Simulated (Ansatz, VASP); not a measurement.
**Pb in VASP and in Ansatz**

File INCAR:

```
PREC     = Accurate       # precision mode
ENCUT    = 520            # plane-wave cutoff, eV
EDIFF    = 1E-8           # SCF threshold, eV
ISMEAR   = -1             # smearing method
SIGMA    = 0.05           # smearing width, eV
LREAL    = False          # projectors in reciprocal space
LASPH    = True           # aspherical terms in the spheres
NELM     = 80             # most SCF steps
ALGO     = Normal         # electronic algorithm
ISIF     = 2              # what is computed and relaxed
LWAVE    = False          # write WAVECAR
LCHARG   = False          # write CHGCAR
GGA      = PE             # functional
LEFG     = True         
NBANDS   = 21             # bands
```

Contents of KPOINTS:

```
regular mesh
0
Gamma
  8 8 8
```

POSCAR

```
Pb
1.0
    0.0000000000      3.4168854378      3.4168854378
    3.4168854378      0.0000000000      3.4168854378
    3.4168854378      3.4168854378      0.0000000000
Pb
2
Direct
   -0.2825000000     -0.0725000000     -0.0725000000
    0.2825000000      0.0725000000      0.0725000000
```

Input for Ansatz:

```yaml
crystal:
  lattice:
    - [0.0, 3.4168854378, 3.4168854378]
    - [3.4168854378, 0.0, 3.4168854378]
    - [3.4168854378, 3.4168854378, 0.0]
  atoms:
    - { symbol: Pb, position: [-0.2825, -0.0725, -0.0725] }
    - { symbol: Pb, position: [0.2825, 0.0725, 0.0725] }
kpoints:
  mp_grid: { grid: [8, 8, 8] }
scf:
  occupations: { method: fermi_dirac, width: 0.05 }
hamiltonian:
  xc: pbe
  pseudopotentials: { kind: paw }
output:
  forces: true
  stress: true
  eigenvalues: true
  efg: { contact_densities: true }
  populations: true
```

Change from the starting cell: shortest bond scaled by 0.58, PAW files.

Alike in both runs: task electric field gradients; functional PBE; k mesh 8 × 8 × 8; occupations fermi-dirac, width 0.05 eV; no spin polarisation.

|  | VASP | Ansatz |
| --- | --- | --- |
| version | VASP 6.6.1 | Ansatz 0.2.0 |
| potentials or method | VASP PAW PBE potentials, release 64 (Pb_d) | PAW with Ansatz's default frozen-core files, scalar-relativistic |
| plane-wave cutoff (eV) | 520 | 420 |
| valence electrons in the cell | 28 | 28 |

Ansatz gave:

| Item | Value |
| --- | --- |
| pressure (GPa) | 87.6 |
| traceless stress, the component that is largest in VASP (GPa) | -87.68 |
| rms of the force components (eV/Å) | 44.395 |
| size of Vzz on the site where it differs most (V/Å²) | 286.8 |

Problem. Which values does VASP return?

Solution. Pressure (GPa): 82.1; traceless stress, the component that is largest in VASP (GPa): -81.37; rms of the force components (eV/Å): 41.129; size of Vzz on the site where it differs most (V/Å²): 60.6.

Atom by atom the forces differ by 3.266 eV/Å (rms over components). Both programs put the cell under a high pressure, so it lies far from rest at this level. One of these differences is far larger than is usual between the two programs; its cause wasn't traced. The functional is the same, so the differences come from potentials, cutoffs and numerics.

Neither program's run includes spin-orbit coupling. Noted on VASP's run: the cell as given lies far from equilibrium.
